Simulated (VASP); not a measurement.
Here is a VASP 6.6.1 calculation.

The input INCAR:

```
ALGO = Normal
EDIFF = 1E-6
ENCUT = 520
GGA = PE
ISIF = 2
ISMEAR = 0
LASPH = True
LCHARG = False
LREAL = False
LWAVE = False
NBANDS = 72
NELM = 100
PREC = Accurate
SIGMA = 0.1
```

KPOINTS

```
k-points
0
Gamma
  15 15 2
```

POSCAR

```
Au
1.0
    2.9402301150      0.0000000000      0.0000000000
   -1.4701150575      2.5463139726      0.0000000000
    0.0000000000      0.0000000000     28.8082540326
Au
11
Direct
    0.3333333333      0.6666666667      1.0000000000
    0.6666666667      0.3333333333      0.0834166667
    1.0000000000      1.0000000000      0.1667500000
    0.3333333333      0.6666666667      0.2500833333
    0.6666666667      0.3333333333      0.3334166667
    1.0000000000      1.0000000000      0.4167500000
    0.6666666667      0.3333333333      0.9165833333
    1.0000000000      1.0000000000      0.8332500000
    0.3333333333      0.6666666667      0.7499166667
    0.6666666667      0.3333333333      0.6665833333
    1.0000000000      1.0000000000      0.5832500000
```

Potentials or basis: VASP PAW PBE potentials, release 64 (Au).

Run with:

```sh
$ cat potpaw_PBE.64/Au/POTCAR > POTCAR
$ mpirun -np 1 vasp_std > vasp.out
```

Task: Estimate the pressure.

Result: -1.4 GPa.

Task: What does it give for the largest force?

Result: 0.109 eV/Å.

Forces on the atoms (eV/Å):
```
Au   0.000  0.000  0.000
Au   0.000  0.000  0.023
Au   0.000  0.000  0.001
Au   0.000  0.000  0.060
Au   0.000  0.000 -0.095
Au   0.000  0.000  0.109
Au   0.000  0.000 -0.023
Au   0.000  0.000 -0.001
Au   0.000  0.000 -0.060
Au   0.000  0.000  0.095
Au   0.000  0.000 -0.109
```
